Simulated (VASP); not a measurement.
Here is a VASP 6.6.1 calculation.

File INCAR:

```
SYSTEM = H
PREC = Accurate
ENCUT = 520
EDIFF = 1E-6
ISMEAR = 0
SIGMA = 0.02
LREAL = .FALSE.
LASPH = .TRUE.
NELM = 60
ALGO = Normal
ISIF = 2
LWAVE = .FALSE.
LCHARG = .FALSE.
GGA = PE
NBANDS = 10
```

Contents of KPOINTS:

```
Automatic mesh
0
G
  8 8 4
  0 0 0
```

The input POSCAR:

```
H
1.0
    1.6446578101     -2.6590799568     -0.0144741097
    1.6446578101      2.6590799568     -0.0144741097
   -0.0554348885      0.0000000000      6.0730877602
H
4
Direct
    0.6050216908      0.4355800543      0.9982709039
    0.4208183069      0.5385799480      0.0017290961
    0.4355800543      0.6050216908      0.4982709039
    0.5385799480      0.4208183069      0.5017290961
```

Potentials or basis: VASP PAW PBE potentials, release 64 (H).

The run is started by

```console
$ cat potpaw_PBE.64/H/POTCAR > POTCAR
$ mpirun -np 1 vasp_std > vasp.out
```

Q: Predict the pressure.

A: -1.1 GPa.

Q: Predict the band gap on the k mesh.

A: 7.78 eV, direct.

Stress tensor (GPa, compression positive):
```
 0.07  0.00  0.01
 0.00 -3.65  0.00
 0.01  0.00  0.28
```

Caveat: the cell differs from its parent crystal (strained and its atoms moved). A k mesh can miss the band edges.
